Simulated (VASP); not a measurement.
# CaO (Fm-3m) in VASP: notebook, part 2 of 2

VASP 6.6.1. Earlier steps stand in the parts before.

### Step 3. Dielectric tensor, r2SCAN (strain +2.0%)

INCAR reads:

```
PREC = Accurate
ENCUT = 520
EDIFF = 1E-8
ISMEAR = 0
SIGMA = 0.01
LREAL = F
LASPH = T
NELM = 80
ALGO = Normal
ISIF = 2
LWAVE = F
LCHARG = F
METAGGA = R2SCAN
LMIXTAU = T
LCALCEPS = T
```

KPOINTS reads:

```
regular mesh
0
Gamma
  8 8 8
```

POSCAR reads:

```
CaO
1.0
    0.0000000000      2.4455011158      2.4455011158
    2.4455011158      0.0000000000      2.4455011158
    2.4455011158      2.4455011158      0.0000000000
Ca O
1 1
Direct
    0.0000000000      0.0000000000      0.0000000000
    0.5000000000      0.5000000000      0.5000000000
```

Potentials or basis: VASP PAW PBE potentials, release 64 (Ca_sv, O).

On the command line:

```
$ cat potpaw_PBE.64/Ca_sv/POTCAR potpaw_PBE.64/O/POTCAR > POTCAR
$ mpirun -np 1 vasp_std > vasp.out
```

OUTCAR:

```text
PREC = Accurate
   ENCUT = 520
   EDIFF = 1E-8
   ISMEAR = 0
   LREAL = F
   LASPH = T
   NELM = 80
   ISIF = 2
   METAGGA = R2SCAN

 ion  position               nearest neighbor table
   1  0.000  0.000  0.000-   2 2.45   2 2.45   2 2.45   2 2.45   2 2.45   2 2.45
   2  0.500  0.500  0.500-   1 2.45   1 2.45   1 2.45   1 2.45   1 2.45   1 2.45

  LATTYP: Found a face centered cubic cell.
 ALAT       =     4.8910022316

  Lattice vectors:

 A1 = (   0.0000000000,   2.4455011158,   2.4455011158)
[... 584 lines left out ...]
    3    -0.00000    -0.00000     2.30047
 ion    2
    1    -2.30047     0.00000    -0.00000
    2     0.00000    -2.30047    -0.00000
    3     0.00000     0.00000    -2.30047

  FORCE on cell =-STRESS in cart. coord.  units (eV):
  Direction    XX          YY          ZZ          XY          YZ          ZX
  --------------------------------------------------------------------------------------
  -------------------------------------------------------------------------------------
  Total       -0.9660762     -0.9660762     -0.9660762      0.0000000      0.0000000     -0.0000000
  in kB      -52.9161676    -52.9161676    -52.9161676      0.0000000      0.0000000     -0.0000000
  external PRESSURE =     -52.9161676 kB  Pullay stress =       0.0000000 kB

 VOLUME and BASIS-vectors are now :
 -----------------------------------------------------------------------------
  energy-cutoff  :      520.00
  volume of cell :       29.25
      direct lattice vectors                 reciprocal lattice vectors
     0.000000000  2.445501116  2.445501116    -0.204457073  0.204457073  0.204457073
     2.445501116  0.000000000  2.445501116     0.204457073 -0.204457073  0.204457073
     2.445501116  2.445501116  0.000000000     0.204457073  0.204457073 -0.204457073

 POSITION                                       TOTAL-FORCE (eV/Angst)
 -----------------------------------------------------------------------------------
      0.00000      0.00000      0.00000        -0.000000     -0.000000      0.000000
      2.44550      2.44550      2.44550         0.000000      0.000000     -0.000000
 -----------------------------------------------------------------------------------
    total drift:                                0.000000      0.000000      0.000000

  FREE ENERGIE OF THE ION-ELECTRON SYSTEM (eV)
  ---------------------------------------------------
  free  energy   TOTEN  =       -19.4309604794 eV

  energy  without entropy=      -19.4309604794  energy(sigma->0) =      -19.43096048
```

OSZICAR:

```text
N       E                     dE             d eps       ncg     rms          rms(c)
DAV:   1     0.124466731997E+03    0.12447E+03   -0.88981E+03   696   0.138E+03
DAV:   2    -0.175808455172E+02   -0.14205E+03   -0.13387E+03   816   0.342E+02
DAV:   3    -0.249514212539E+02   -0.73706E+01   -0.73036E+01   908   0.803E+01
[... 12 lines left out ...]
DMP:  11    -0.194309603798E+02   -0.46955E-07   -0.43060E-07  1800   0.618E-07   0.883E-07
DMP:  12    -0.194309604162E+02   -0.36348E-07   -0.30896E-07  1800   0.387E-07   0.741E-07
DMP:  13    -0.194309604423E+02   -0.26114E-07   -0.20295E-07  1800   0.231E-07   0.533E-07
DMP:  14    -0.194309604597E+02   -0.17439E-07   -0.13359E-07  1800   0.147E-07   0.361E-07
DMP:  15    -0.194309604714E+02   -0.11650E-07   -0.89982E-08  1800   0.963E-08   0.248E-07
DMP:  16    -0.194309604794E+02   -0.80536E-08   -0.61886E-08  1800   0.651E-08   0.172E-07
   1 F= -.19430960E+02 E0= -.19430960E+02  d E =-.509933E-75
```

stdout:

```text
POSCAR found type information on POSCAR CaO
 POSCAR found :  2 types and       2 ions
 scaLAPACK will be used
 -----------------------------------------------------------------------------
|                                                                             |
[... 116 lines left out ...]
dp_tot=( -0.686E-06 -0.750E-06  0.400E-02 )  diag[e(oo)]=(    ---      ---    3.47745 )
 p_tot=( -0.147E+02 -0.147E+02 -0.147E+02 )
dp_tot=( -0.685E-06 -0.749E-06  0.400E-02 )  diag[e(oo)]=(    ---      ---    3.47401 )
 p_tot=( -0.147E+02 -0.147E+02 -0.147E+02 )
dp_tot=( -0.684E-06 -0.748E-06  0.400E-02 )  diag[e(oo)]=(    ---      ---    3.47275 )
 final diagonalization full
 p_tot=( -0.147E+02 -0.147E+02 -0.147E+02 )
dp_tot=( -0.685E-06 -0.749E-06  0.400E-02 )  diag[e(oo)]=(    ---      ---    3.47343 )
```

Wall time 27 min (1 thread of Intel Xeon 6975P-C (Granite Rapids), shared host); peak memory 0.37 GiB.

What came out:

* Band gap on the k mesh: 4.20 eV (least direct gap 4.58 eV)
* Electronic dielectric tensor (diagonal): 3.47
* Born charges (mean of the diagonal): Ca +2.30; O -2.30 e

Electronic dielectric tensor:
```
3.47 0.00 0.00
0.00 3.47 0.00
0.00 0.00 3.47
```

Born effective charge tensors (e):
atom 1, Ca
```
2.30 0.00 0.00
0.00 2.30 0.00
0.00 0.00 2.30
```
atom 2, O
```
-2.30  0.00  0.00
 0.00 -2.30  0.00
 0.00  0.00 -2.30
```

Dipole moments of the cell (e·Å, modulo the quantum): ionic -14.673, -14.673, -14.673; electronic 0.000, 0.000, 0.004

Caveat: the cell differs from its parent crystal (strain +2.0%); the PAW data sets were made with another functional, which shifts forces and pressure a little. A k mesh can miss the band edges.

### Step 4. Dielectric tensor, r2SCAN (strain +3.0%)

INCAR reads:

```
SYSTEM = CaO
PREC     = Accurate       ! precision mode
ENCUT    = 520            ! plane-wave cutoff, eV
EDIFF    = 1E-8           ! SCF threshold, eV
ISMEAR   = 0              ! smearing method
SIGMA    = 0.01           ! smearing width, eV
LREAL    = .False.        ! projectors in reciprocal space
LASPH    = .True.         ! aspherical terms in the spheres
NELM     = 80             ! most SCF steps
ALGO     = Normal         ! electronic algorithm
ISIF     = 2              ! what is computed and relaxed
LWAVE    = .False.        ! write WAVECAR
LCHARG   = .False.        ! write CHGCAR
METAGGA  = R2SCAN         ! meta-GGA
LMIXTAU  = .True.       
LCALCEPS = .True.
```

KPOINTS reads:

```
regular mesh
0
Gamma
  8 8 8
  0 0 0
```

POSCAR reads:

```
CaO
1.0
    0.0000000000      2.4694766170      2.4694766170
    2.4694766170      0.0000000000      2.4694766170
    2.4694766170      2.4694766170      0.0000000000
Ca O
1 1
Direct
    0.0000000000      0.0000000000      0.0000000000
    0.5000000000      0.5000000000      0.5000000000
```

Potentials or basis: VASP PAW PBE potentials, release 64 (Ca_sv, O).

On the command line:

```
$ cat potpaw_PBE.64/Ca_sv/POTCAR potpaw_PBE.64/O/POTCAR > POTCAR
$ mpirun -np 1 vasp_std > vasp.out
```

OUTCAR:

```text
SYSTEM = CaO
   PREC = Accurate
   ENCUT = 520
   EDIFF = 1E-8
   ISMEAR = 0
   LREAL = .False.
   LASPH = .True.
   NELM = 80
   ISIF = 2
   METAGGA = R2SCAN

 ion  position               nearest neighbor table
   1  0.000  0.000  0.000-   2 2.47   2 2.47   2 2.47   2 2.47   2 2.47   2 2.47
   2  0.500  0.500  0.500-   1 2.47   1 2.47   1 2.47   1 2.47   1 2.47   1 2.47

  LATTYP: Found a face centered cubic cell.
 ALAT       =     4.9389532340

  Lattice vectors:

 A1 = (   0.0000000000,   2.4694766170,   2.4694766170)
[... 587 lines left out ...]
    2    -0.00000    -2.29405     0.00000
    3    -0.00000    -0.00000    -2.29405

  FORCE on cell =-STRESS in cart. coord.  units (eV):
  Direction    XX          YY          ZZ          XY          YZ          ZX
  --------------------------------------------------------------------------------------
  -------------------------------------------------------------------------------------
  Total       -1.4745001     -1.4745001     -1.4745001     -0.0000000     -0.0000000     -0.0000000
  in kB      -78.4351328    -78.4351328    -78.4351328     -0.0000000     -0.0000000     -0.0000000
  external PRESSURE =     -78.4351328 kB  Pullay stress =       0.0000000 kB

 VOLUME and BASIS-vectors are now :
 -----------------------------------------------------------------------------
  energy-cutoff  :      520.00
  volume of cell :       30.12
      direct lattice vectors                 reciprocal lattice vectors
     0.000000000  2.469476617  2.469476617    -0.202472053  0.202472053  0.202472053
     2.469476617  0.000000000  2.469476617     0.202472053 -0.202472053  0.202472053
     2.469476617  2.469476617  0.000000000     0.202472053  0.202472053 -0.202472053

 POSITION                                       TOTAL-FORCE (eV/Angst)
 -----------------------------------------------------------------------------------
      0.00000      0.00000      0.00000        -0.000000      0.000000     -0.000000
      2.46948      2.46948      2.46948         0.000000     -0.000000      0.000000
 -----------------------------------------------------------------------------------
    total drift:                                0.000000      0.000000      0.000000

  FREE ENERGIE OF THE ION-ELECTRON SYSTEM (eV)
  ---------------------------------------------------
  free  energy   TOTEN  =       -19.3960692851 eV

  energy  without entropy=      -19.3960692851  energy(sigma->0) =      -19.39606929
```

stdout:

```text
POSCAR found type information on POSCAR CaO
 POSCAR found :  2 types and       2 ions
 scaLAPACK will be used
 -----------------------------------------------------------------------------
|                                                                             |
[... 116 lines left out ...]
dp_tot=( -0.749E-06 -0.822E-06  0.411E-02 )  diag[e(oo)]=(    ---      ---    3.46831 )
 p_tot=( -0.148E+02 -0.148E+02 -0.148E+02 )
dp_tot=( -0.749E-06 -0.822E-06  0.410E-02 )  diag[e(oo)]=(    ---      ---    3.46528 )
 p_tot=( -0.148E+02 -0.148E+02 -0.148E+02 )
dp_tot=( -0.752E-06 -0.825E-06  0.410E-02 )  diag[e(oo)]=(    ---      ---    3.46442 )
 final diagonalization full
 p_tot=( -0.148E+02 -0.148E+02 -0.148E+02 )
dp_tot=( -0.756E-06 -0.830E-06  0.410E-02 )  diag[e(oo)]=(    ---      ---    3.46537 )
```

Wall time 29 min (1 thread of Intel Xeon 6975P-C (Granite Rapids), shared host); peak memory 0.38 GiB.

What came out:

- Band gap on the k mesh: 4.19 eV (least direct gap 4.58 eV)
- Electronic dielectric tensor (diagonal): 3.47
- Born charges (mean of the diagonal): Ca +2.29; O -2.29 e

Levels at points of the mesh, in eV from the valence-band top:
```
           k point  band 4  band 5  band 6  band 7  band 8  band 9  band 10  band 11  band 12
(0.00, 0.00, 0.00)  -19.36  -16.32    0.00    0.00    0.00    4.77     6.64     6.64     6.64
(0.50, 0.00, 0.00)  -19.40  -15.37   -2.42   -1.04   -1.04    7.31     8.57     8.59     8.59
(0.50, 0.50, 0.00)  -19.53  -16.10   -1.32   -0.39   -0.39    4.19     8.16     9.16     9.68
```

Electronic dielectric tensor:
```
3.47 0.00 0.00
0.00 3.47 0.00
0.00 0.00 3.47
```

Born effective charge tensors (e):
atom 1, Ca
```
2.29 0.00 0.00
0.00 2.29 0.00
0.00 0.00 2.29
```
atom 2, O
```
-2.29  0.00  0.00
 0.00 -2.29  0.00
 0.00  0.00 -2.29
```

Dipole moments of the cell (e·Å, modulo the quantum): ionic -14.817, -14.817, -14.817; electronic 0.000, 0.000, 0.004

Caveat: the cell differs from its parent crystal (strain +3.0%); the PAW data sets were made with another functional, which shifts forces and pressure a little. A k mesh can miss the band edges.

### Step 5. The runs side by side

```csv
cell,gap on the mesh (eV)
"a = 3.425 Å, angles 60.0°, 2 atoms",4.19
"a = 3.458 Å, angles 60.0°, 2 atoms",4.20
"a = 3.492 Å, angles 60.0°, 2 atoms",4.19
```

Alike in all rows: task dielectric tensor; level r2SCAN; potentials or basis VASP PAW PBE potentials, release 64 (Ca_sv, O); no spin polarisation; k mesh 8 × 8 × 8; cutoff (eV) 520; smearing gaussian 0.01 eV.

Caveats: the PAW data sets were made with another functional, which shifts forces and pressure a little.

Absolute energies hang on the potentials; compare differences alone.
